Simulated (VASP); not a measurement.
TaSiRh3:

```
Ta Si Rh
1.0
     4.38914    0.00000    0.00000
     0.00000    4.38914    0.00000
     0.00000    0.00000    4.38914
Ta Si Rh
1 1 3
Direct
  0.50000 0.50000 0.50000
  0.00000 0.00000 0.00000
  0.50000 0.00000 0.00000
  0.00000 0.50000 0.00000
  0.00000 0.00000 0.50000
```

| Quantity | Value |
| --- | --- |
| Program | VASP 6.6.1 |
| Task | relaxation of cell and atoms |
| Functional | PBE |
| Potentials or basis | VASP PAW PBE potentials, release 64 (Ta_pv, Si, Rh_pv) |
| Cutoff | 600 eV |
| k mesh | 4 × 4 × 4 |
| Occupations | gaussian, width 0.1 eV |
| Spin | no spin polarisation |

At the start: pressure -3.8 GPa; volume 16.91 Å³/atom.

**Question.** How do energy, volume and symmetry change on relaxing?

**Answer.** Over 3 steps the energy falls by 4.4 meV/atom and the volume is 16.55 Å³/atom (-2.2 %); space group Pm-3m (No. 221, to 0.05 Å).

The path:
```csv
step,energy change (eV),largest force (eV/Å),pressure (GPa),volume (Å³)
1,0.0000,0.0000,-3.76,84.55
2,0.0397,0.0000,7.02,79.79
3,-0.0221,0.0000,-0.04,82.73
```

Final structure:
```yaml
crystal:
  lattice:
    - [4.35733, 0.00000, 0.00000]
    - [0.00000, 4.35733, 0.00000]
    - [0.00000, 0.00000, 4.35733]
  atoms:
    - { symbol: Ta, position: [0.50000, 0.50000, 0.50000] }
    - { symbol: Si, position: [0.00000, 0.00000, 0.00000] }
    - { symbol: Rh, position: [0.50000, 0.00000, 0.00000] }
    - { symbol: Rh, position: [0.00000, 0.50000, 0.00000] }
    - { symbol: Rh, position: [0.00000, 0.00000, 0.50000] }
```
